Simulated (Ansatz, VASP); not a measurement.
# Two plane-wave programs on Li2O

```
Li O
1.0
     0.00000    2.30178    2.30178
     2.30178    0.00000    2.30178
     2.30178    2.30178    0.00000
Li O
2 1
Direct
  0.25000 0.25000 0.25000
  0.75000 0.75000 0.75000
  0.00000 0.00000 0.00000
```

Change from the starting cell: volume scaled by 0.99, PAW files.

Alike in both runs: task electric field gradients; functional PBEsol; k mesh 9 × 9 × 9; occupations fermi-dirac, width 0.03 eV; no spin polarisation.

|  | VASP | Ansatz |
| --- | --- | --- |
| version | VASP 6.6.1 | Ansatz 0.2.0 |
| potentials or method | VASP PAW PBE potentials, release 64 (Li_sv, O) | PAW with Ansatz's default frozen-core files, scalar-relativistic |
| plane-wave cutoff (eV) | 650 | 420 |
| valence electrons in the cell | 12 | 12 |

```tsv
	VASP	Ansatz	Ansatz less VASP
gap on the k mesh at the Fermi level (eV)	4.94	4.96	+0.013
pressure (GPa)	-1.4	-1.2	+0.17
```

VASP's potentials were made for PBE, not for PBEsol. With one functional, cell and mesh, what is left measures potentials, basis and numerics.
